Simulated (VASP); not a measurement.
Here is a VASP 6.6.1 calculation.

The input INCAR:

```
ALGO = Fast
EDIFF = 1E-7
ENCUT = 520
GGA = PE
ISIF = 2
ISMEAR = 0
LASPH = T
LCHARG = F
LREAL = F
LWAVE = F
NBANDS = 36
NELM = 60
PREC = Accurate
SIGMA = 0.1
```

Contents of KPOINTS:

```
k-points
0
Gamma
  6 6 19
```

POSCAR

```
Cu
1.0
    5.7317553451      0.0000017264      0.0081001538
    0.0000017264      5.7317605479     -0.0024433077
   -1.7169579414     -0.5739514289      1.8154439717
Cu
5
Direct
    0.0000000000      0.0000000000      0.0000000000
    0.2000000000      0.4000000000      0.0000000000
    0.4000000000      0.8000000000      0.0000000000
    0.6000000000      0.2000000000      0.0000000000
    0.8000000000      0.6000000000      0.0000000000
```

Potentials or basis: VASP PAW PBE potentials, release 64 (Cu).

Run with:

```sh
$ cat potpaw_PBE.64/Cu/POTCAR > POTCAR
$ mpirun -np 1 vasp_std > vasp.out
```

What does it give for the pressure?

0.6 GPa.

Stress tensor (GPa, compression positive):
```
 0.61  0.04 -0.01
 0.04  0.67 -0.01
-0.01 -0.01  0.40
```
